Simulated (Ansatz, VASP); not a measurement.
**Zr2C3 in VASP and in Ansatz**

```
Zr C
1.0
     4.43459    0.00000    0.00000
     0.00000    4.43459    0.00000
     0.00000    0.00000    3.14343
Zr C
2 3
Direct
  0.50000 0.00000 0.69017
  0.00000 0.50000 0.30983
  0.00000 0.00000 0.00000
  0.50000 0.50000 0.50000
  0.00000 0.00000 0.50000
```

Change from the starting cell: ordered vacancies on the anion sites of fluorite (P-4m2, No. 115).

Alike in both runs: functional PBE; k mesh 8 × 8 × 12; occupations gaussian, width 0.1 eV; no spin polarisation.

Ansatz relaxed the structure, and its values are those at the end. VASP's run is a single point on that final structure, the one shown.

|  | VASP | Ansatz |
| --- | --- | --- |
| version | VASP 6.6.1 | Ansatz 0.2.0 |
| potentials or method | VASP PAW PBE potentials, release 64 (Zr_sv, C), cutoff 600 eV | scalar-relativistic, plane waves, PAW |
| valence electrons in the cell | 36 | 36 |

VASP gave:

```
gap on the k mesh at the Fermi level (eV) : none
pressure (GPa)                            : 0.1
```

What did Ansatz give for the same quantities?

gap on the k mesh at the Fermi level (eV): none; pressure (GPa): 0.0.

A gap of «none» marks a metal or a gap that the smearing closes.
